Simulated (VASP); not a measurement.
# Li4F (Pm-3m) in VASP: further runs

The runs below take Li4F through single point, with PBE.

Program: VASP 6.6.1. These are calculated values, not measurements. Logs are shortened: lines on timing, memory, paths and dates and some standing lists are left out, and cuts for length are marked.

**1. The cell of the first run**

The structure is cubic, space group Pm-3m (No. 221). The conventional cell has a = 3.906 Å, b = 3.906 Å, c = 3.906 Å, α = 90.00°, β = 90.00°, γ = 90.00°. Li (site symmetry m-3m) has 12 Li at 2.76 Å and 8 F at 3.38 Å within 3.6 Å. Within 2.6 Å of Li (site symmetry 4/mmm) lie 2 F at 1.95 Å. F (site symmetry m-3m) has 6 Li at 1.95 Å within 2.6 Å.

**2. Single point, PBE, collinear spin, ferromagnetic start**

File INCAR:

```
SYSTEM = Li4F
PREC     = Accurate       ! precision mode
ENCUT    = 520            ! plane-wave cutoff, eV
EDIFF    = 1E-7           ! SCF threshold, eV
ISMEAR   = 0              ! smearing method
SIGMA    = 0.1            ! smearing width, eV
LREAL    = .False.        ! projectors in reciprocal space
LASPH    = .True.         ! aspherical terms in the spheres
NELM     = 150            ! most SCF steps
ALGO     = Normal         ! electronic algorithm
ISIF     = 2              ! what is computed and relaxed
LWAVE    = .False.        ! write WAVECAR
LCHARG   = .False.        ! write CHGCAR
ISPIN    = 2              ! spin polarisation
MAGMOM   = 0 0 0 0 1      ! initial moments
LORBIT   = 11             ! projections on sites
GGA      = PE             ! functional
NBANDS   = 22             ! bands
```

File KPOINTS:

```
Automatic mesh
0
Gamma
  4 4 4
  0 0 0
```

File POSCAR:

```
Li4F
1.0
    3.9059010800      0.0000000000      0.0000000000
    0.0000000000      3.9059010800      0.0000000000
    0.0000000000      0.0000000000      3.9059010800
Li F
4 1
Direct
    0.5000000000      0.5000000000      0.5000000000
    0.5000000000      0.0000000000      0.0000000000
    0.0000000000      0.5000000000      0.0000000000
    0.0000000000      0.0000000000      0.5000000000
    0.0000000000      0.0000000000      0.0000000000
```

Potentials or basis: VASP PAW PBE potentials, release 64 (Li_sv, F).

Started as:

```bash
$ cat potpaw_PBE.64/Li_sv/POTCAR potpaw_PBE.64/F/POTCAR > POTCAR
$ mpirun -np 1 vasp_std > vasp.out
```

OUTCAR:

```text
SYSTEM = Li4F
   PREC = Accurate
   ENCUT = 520
   EDIFF = 1E-7
   ISMEAR = 0
   LREAL = .False.
   LASPH = .True.
   NELM = 150
   ISIF = 2
   ISPIN = 2
   LORBIT = 11
   GGA = PE

 ion  position               nearest neighbor table
   1  0.500  0.500  0.500-
   2  0.500  0.000  0.000-   5 1.95   5 1.95
   3  0.000  0.500  0.000-   5 1.95   5 1.95
   4  0.000  0.000  0.500-   5 1.95   5 1.95
   5  0.000  0.000  0.000-   2 1.95   3 1.95   4 1.95   4 1.95   3 1.95   2 1.95

  LATTYP: Found a simple cubic cell.
 ALAT       =     3.9059010800

  Lattice vectors:

 A1 = (   3.9059010800,   0.0000000000,   0.0000000000)
 A2 = (   0.0000000000,   3.9059010800,   0.0000000000)
 A3 = (   0.0000000000,   0.0000000000,   3.9059010800)

Analysis of symmetry for initial positions (statically):
=====================================================================
 Subroutine PRICEL returns:
 Original cell was already a primitive cell.

 Routine SETGRP: Setting up the symmetry group for a
 simple cubic supercell.

 Subroutine GETGRP returns: Found 48 space group operations
 (whereof 48 operations were pure point group operations)
 out of a pool of 48 trial point group operations.

The static configuration has the point symmetry O_h .

Analysis of symmetry for dynamics (positions and initial velocities):
=====================================================================
 Subroutine PRICEL returns:
 Original cell was already a primitive cell.

 Routine SETGRP: Setting up the symmetry group for a
 simple cubic supercell.

 Subroutine GETGRP returns: Found 48 space group operations
 (whereof 48 operations were pure point group operations)
 out of a pool of 48 trial point group operations.

The dynamic configuration has the point symmetry O_h .

Analysis of structural, dynamic, and magnetic symmetry:
=====================================================================
 Subroutine PRICEL returns:
 Original cell was already a primitive cell.

 Routine SETGRP: Setting up the symmetry group for a
 simple cubic supercell.

 Subroutine GETGRP returns: Found 48 space group operations
 (whereof 48 operations were pure point group operations)
 out of a pool of 48 trial point group operations.

The overall configuration has the point symmetry O_h .

 Subroutine INISYM returns: Found 48 space group operations
 (whereof 48 operations are pure point group operations),
 and found     1 'primitive' translations

----------------------------------------------------------------------------------------

                                     Primitive cell

  volume of cell :      59.5887

  direct lattice vectors                    reciprocal lattice vectors
     3.905901080  0.000000000  0.000000000     0.256022869  0.000000000  0.000000000
     0.000000000  3.905901080  0.000000000     0.000000000  0.256022869  0.000000000
     0.000000000  0.000000000  3.905901080     0.000000000  0.000000000  0.256022869

  length of vectors
     3.905901080  3.905901080  3.905901080     0.256022869  0.256022869  0.256022869

  position of ions in fractional coordinates (direct lattice)
     0.500000000  0.500000000  0.500000000
     0.500000000  0.000000000  0.000000000
     0.000000000  0.500000000  0.000000000
     0.000000000  0.000000000  0.500000000
     0.000000000  0.000000000  0.000000000

  ion indices of the primitive-cell ions
   primitive index   ion index
                 1           1
                 2           2
                 3           3
                 4           4
                 5           5

----------------------------------------------------------------------------------------

 KPOINTS: Automatic mesh

Automatic generation of k-mesh.
 Grid dimensions read from file:
 generate k-points for:    4    4    4

 Generating k-lattice:

  Cartesian coordinates                     Fractional coordinates (reciprocal lattice)
     0.064005717  0.000000000  0.000000000     0.250000000  0.000000000  0.000000000
     0.000000000  0.064005717  0.000000000     0.000000000  0.250000000  0.000000000
     0.000000000  0.000000000  0.064005717     0.000000000  0.000000000  0.250000000

  Length of vectors
     0.064005717  0.064005717  0.064005717

  Shift w.r.t. Gamma in fractional coordinates (k-lattice)
     0.000000000  0.000000000  0.000000000

 Subroutine IBZKPT returns following result:
 ===========================================

 Found     10 irreducible k-points:

 Following reciprocal coordinates:
            Coordinates               Weight
  0.000000  0.000000  0.000000      1.000000
  0.250000  0.000000  0.000000      6.000000
  0.500000  0.000000  0.000000      3.000000
  0.250000  0.250000  0.000000     12.000000
  0.500000  0.250000  0.000000     12.000000
  0.500000  0.500000  0.000000      3.000000
  0.250000  0.250000  0.250000      8.000000
  0.500000  0.250000  0.250000     12.000000
  0.500000  0.500000  0.250000      6.000000
  0.500000  0.500000  0.500000      1.000000
   k-points           NKPTS =     10   k-points in BZ     NKDIM =     10   number of bands    NBANDS=     22
   number of dos      NEDOS =    301   number of ions     NIONS =      5
   total plane-waves  NPLWV =  27000
   dimension x,y,z NGX =    30 NGY =   30 NGZ =   30
   dimension x,y,z NGXF=    60 NGYF=   60 NGZF=   60
   ions per type =               4   1
   NGX,Y,Z   is equivalent  to a cutoff of  12.77, 12.77, 12.77 a.u.
   NGXF,Y,Z  is equivalent  to a cutoff of  25.54, 25.54, 25.54 a.u.
 SYSTEM =  Li4F
   PREC   = accura    normal or accurate (medium, high low for compatibility)
   ISTART =      0    job   : 0-new  1-cont  2-samecut
   ICHARG =      2    charge: 1-file 2-atom 10-const
   ISPIN  =      2    spin polarized calculation?
   LNONCOLLINEAR =      F non collinear calculations
   LSORBIT =      F    spin-orbit coupling
   LASPH  =      T    aspherical Exc in radial PAW
   ENCUT  =  520.0 eV  38.22 Ry    6.18 a.u.   7.26  7.26  7.26*2*pi/ulx,y,z
   NELM   =    150;   NELMIN=  2; NELMDL= -5     # of ELM steps
   EDIFF  = 0.1E-06   stopping-criterion for ELM
   LREAL  =      F    real-space projection
   EDIFFG = 0.1E-05   stopping-criterion for IOM
   NSW    =      0    number of steps for IOM
   IBRION =     -1    ionic relax: 0-MD 1-quasi-New 2-CG
[... 12 lines left out ...]
   IALGO  =     38    algorithm
   IMIX   =      4    mixing-type and parameters
     AMIX     =   0.40;   BMIX     =  1.00
     AMIX_MAG =   1.60;   BMIX_MAG =  1.00
  volume/ion in A,a.u.               =      11.92        80.42
  Fermi-wavevector in a.u.,A,eV,Ry     =   1.118420  2.113507 17.019018  1.250863
  Thomas-Fermi vector in A             =   2.255051
   LORBIT       =     11    0 simple, 1 ext, 2 COOP (PROOUT), +10 PAW based schemes
   GGA     = PE    functional components
   LHFCALC =     F    Hartree Fock is set to
   AEXX    =    0.0000 exact exchange contribution
   IVDW    =     0    specifies the selected vdW correction
   LEPSILON=     F    determine dielectric tensor
   LRPA    =     F    only Hartree local field effects (RPA)
 spin polarized calculation
 Gauss-broadening in eV      SIGMA  =   0.10
  energy-cutoff  :      520.00
  volume of cell :       59.59
 maximum number of plane-waves:      1628
 NGX is ok and might be reduce to    30
   NGX = 15   NGY = 15   NGZ = 15

 number of electron      18.9999966 magnetization       0.0045077

 number of electron      18.9999966 magnetization      -0.0000355

 Free energy of the ion-electron system (eV)
  ---------------------------------------------------
  ext. energy  EPLUGINS =         0.00000000
  ---------------------------------------------------
  free energy    TOTEN  =       -14.00812776 eV

  energy without entropy =      -13.98949534  energy(sigma->0) =      -13.99881155

 E-fermi :   2.6039     XC(G=0):  -8.5077

 val. band max:        2.5400065273   @ k =   0.5000   0.2500   0.2500
 cond. band min:       2.6127411915   @ k =   0.5000   0.5000   0.2500
 fundamental gap:      0.0727346642
 Fermi energy:         2.6038561760

 spin component 1

 k-point     1 :       0.0000    0.0000    0.0000
  band No.  band energies     occupation
      1     -43.7215      1.00000
      2     -43.6501      1.00000
      3     -43.6501      1.00000
      4     -43.2018      1.00000
      5     -22.9160      1.00000
      6      -4.9198      1.00000
[... 13 lines left out ...]
     20      14.8839      0.00000
     21      15.6567      0.00000

 k-point     2 :       0.2500    0.0000    0.0000
  band No.  band energies     occupation
      1     -43.7115      1.00000
      2     -43.6584      1.00000
      3     -43.6501      1.00000
      4     -43.2025      1.00000
      5     -22.9350      1.00000
      6      -4.9000      1.00000
[... 13 lines left out ...]
     20      14.8974      0.00000
     21      15.4860      0.00000
[... 150 lines left out ...]
      4     -43.2033      1.00000
      5     -23.0094      1.00000
      6      -4.6787      1.00000
[... 13 lines left out ...]
     20      16.4880      0.00000
     21      16.4980      0.00000

 k-point    10 :       0.5000    0.5000    0.5000
  band No.  band energies     occupation
      1     -43.6707      1.00000
      2     -43.6707      1.00000
      3     -43.6707      1.00000
      4     -43.2030      1.00000
      5     -23.0279      1.00000
      6      -4.5801      1.00000
[... 13 lines left out ...]
     20      17.9143      0.00000
     21      17.9143      0.00000
 Fermi energy:         2.6038561760

 spin component 2

 k-point     1 :       0.0000    0.0000    0.0000
  band No.  band energies     occupation
      1     -43.7215      1.00000
      2     -43.6501      1.00000
      3     -43.6501      1.00000
      4     -43.2019      1.00000
      5     -22.9161      1.00000
      6      -4.9198      1.00000
[... 13 lines left out ...]
     20      14.8839      0.00000
     21      15.6567      0.00000

 k-point     2 :       0.2500    0.0000    0.0000
  band No.  band energies     occupation
      1     -43.7115      1.00000
      2     -43.6584      1.00000
      3     -43.6501      1.00000
      4     -43.2025      1.00000
      5     -22.9350      1.00000
      6      -4.9000      1.00000
[... 13 lines left out ...]
     20      14.8974      0.00000
     21      15.4860      0.00000
[... 150 lines left out ...]
      4     -43.2033      1.00000
      5     -23.0095      1.00000
      6      -4.6787      1.00000
[... 13 lines left out ...]
     20      16.4880      0.00000
     21      16.4979      0.00000

 k-point    10 :       0.5000    0.5000    0.5000
  band No.  band energies     occupation
      1     -43.6707      1.00000
      2     -43.6707      1.00000
      3     -43.6707      1.00000
      4     -43.2031      1.00000
      5     -23.0279      1.00000
      6      -4.5801      1.00000
[... 13 lines left out ...]
     20      17.9143      0.00000
     21      17.9143      0.00000
 [bands above 21 left out]

------------------------ aborting loop because EDIFF is reached ----------------------------------------

  FORCE on cell =-STRESS in cart. coord.  units (eV):
  Direction    XX          YY          ZZ          XY          YZ          ZX
  --------------------------------------------------------------------------------------
  -------------------------------------------------------------------------------------
  Total        3.4393793      3.4393793      3.4393793      0.0000000     -0.0000000      0.0000000
  in kB       92.4755537     92.4755537     92.4755537      0.0000000     -0.0000000      0.0000000
  external PRESSURE =      92.4755537 kB  Pullay stress =       0.0000000 kB

 VOLUME and BASIS-vectors are now :
 -----------------------------------------------------------------------------
  energy-cutoff  :      520.00
  volume of cell :       59.59
      direct lattice vectors                 reciprocal lattice vectors
     3.905901080  0.000000000  0.000000000     0.256022869  0.000000000  0.000000000
     0.000000000  3.905901080  0.000000000     0.000000000  0.256022869  0.000000000
     0.000000000  0.000000000  3.905901080     0.000000000  0.000000000  0.256022869

 POSITION                                       TOTAL-FORCE (eV/Angst)
 -----------------------------------------------------------------------------------
      1.95295      1.95295      1.95295         0.000000      0.000000      0.000000
      1.95295      0.00000      0.00000         0.000000      0.000000      0.000000
      0.00000      1.95295      0.00000         0.000000      0.000000      0.000000
      0.00000      0.00000      1.95295         0.000000      0.000000      0.000000
      0.00000      0.00000      0.00000         0.000000      0.000000      0.000000
 -----------------------------------------------------------------------------------
    total drift:                                0.000000     -0.000000      0.000000

  FREE ENERGIE OF THE ION-ELECTRON SYSTEM (eV)
  ---------------------------------------------------
  free  energy   TOTEN  =       -14.0081277572 eV

  energy  without entropy=      -13.9894953397  energy(sigma->0) =      -13.99881155

 total charge

# of ion       s       p       d       tot
------------------------------------------
    1        2.062   0.062   0.000   2.124
    2        2.033   0.062   0.000   2.096
    3        2.033   0.062   0.000   2.096
    4        2.033   0.062   0.000   2.096
    5        1.745   4.381   0.000   6.126
--------------------------------------------------
tot          9.908   4.629   0.000  14.537

 magnetization (x)

# of ion       s       p       d       tot
------------------------------------------
    1       -0.000  -0.000   0.000  -0.000
    2       -0.000  -0.000   0.000  -0.000
    3       -0.000  -0.000   0.000  -0.000
    4       -0.000  -0.000   0.000  -0.000
    5       -0.000  -0.000   0.000  -0.000
--------------------------------------------------
tot         -0.000  -0.000   0.000  -0.000
```

Wall time 16 s (1 thread of Intel Xeon 6975P-C (Granite Rapids), shared host); peak memory 0.18 GiB.

Results:

```yaml
Free_energy: -14.0081 eV
Net_moment: 0.00 μB per cell
Valence_electrons_inside_the_program's_atomic_spheres: Li 2.12, 2.10; F 6.13
```

Caveat: the k points lie up to 0.40 Å⁻¹ apart; the cutoff is under 1.25 times the usual one of these potentials, so pressure, stress and relaxed cells hold a basis-set (Pulay) error.

(Part 1 of 2 ends here.)
